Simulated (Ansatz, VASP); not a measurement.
## SiNi3 in VASP and in Ansatz

Contents of INCAR:

```
PREC     = Accurate       # precision mode
ENCUT    = 520            # plane-wave cutoff, eV
EDIFF    = 1E-6           # SCF threshold, eV
ISMEAR   = -1             # smearing method
SIGMA    = 0.05           # smearing width, eV
LREAL    = F              # projectors in reciprocal space
LASPH    = T              # aspherical terms in the spheres
NELM     = 150            # most SCF steps
ALGO     = Normal         # electronic algorithm
ISIF     = 2              # what is computed and relaxed
LWAVE    = F              # write WAVECAR
LCHARG   = T              # write CHGCAR
ISPIN    = 2              # spin polarisation
MAGMOM   = 1 1 1 0        # initial moments
LORBIT   = 11             # projections on sites
LMAXMIX  = 4              # l up to which the mixer works
GGA      = PS             # functional
LELF     = T              # ELF
LVHAR    = T            
NBANDS   = 29             # bands
```

The input KPOINTS:

```
regular mesh
0
Gamma
  8 8 8
```

Contents of POSCAR:

```
SiNi3
1.0
    3.5654576373      0.0000000000      0.0000000000
    0.0000000000      3.5654576373      0.0000000000
    0.0000000000      0.0000000000      3.5654576373
Ni Si
3 1
Direct
    0.5000000000      0.5000000000      0.0000000000
    0.5000000000      0.0000000000      0.5000000000
    0.0000000000      0.5000000000      0.5000000000
    0.0000000000      0.0000000000      0.0000000000
```

Contents of input.yaml:

```yaml
crystal:
  lattice:
    - [3.5654576373, 0.0, 0.0]
    - [0.0, 3.5654576373, 0.0]
    - [0.0, 0.0, 3.5654576373]
  atoms:
    - { symbol: Ni, position: [0.5, 0.5, 0.0], spin: 1.0 }
    - { symbol: Ni, position: [0.5, 0.0, 0.5], spin: 1.0 }
    - { symbol: Ni, position: [0.0, 0.5, 0.5], spin: 1.0 }
    - { symbol: Si, position: [0.0, 0.0, 0.0] }
kpoints:
  mp_grid: { grid: [8, 8, 8] }
scf:
  occupations: { method: fermi_dirac, width: 0.05 }
hamiltonian:
  xc: pbesol
  pseudopotentials: { kind: all_electron, lapw: { basis_error: 0.002 } }
magnetization:
  spin_polarized: true
output:
  forces: true
  stress: true
  eigenvalues: true
```

Change from the starting cell: volume scaled by 1.02.

Alike in both runs: task single point; functional PBEsol; k mesh 8 × 8 × 8; occupations fermi-dirac, width 0.05 eV; collinear spin.

|  | VASP | Ansatz |
| --- | --- | --- |
| version | VASP 6.6.1 | Ansatz 0.2.0 |
| potentials or method | VASP PAW PBE potentials, release 64 (Ni, Si), cutoff 520 eV | all-electron LAPW, scalar-relativistic |

|  | VASP | Ansatz | Ansatz less VASP |
| --- | --- | --- | --- |
| gap on the k mesh at the Fermi level (eV) | none | none | - |
| pressure (GPa) | -17.1 | -17.3 | -0.29 |
| net moment per atom (μB) | 0.00 | 0.00 | 0.000 |

VASP's potentials were made for PBE, not for PBEsol. A gap of «none» marks a metal or a gap that the smearing closes. Ansatz ran all-electron here, and VASP with PAW potentials.
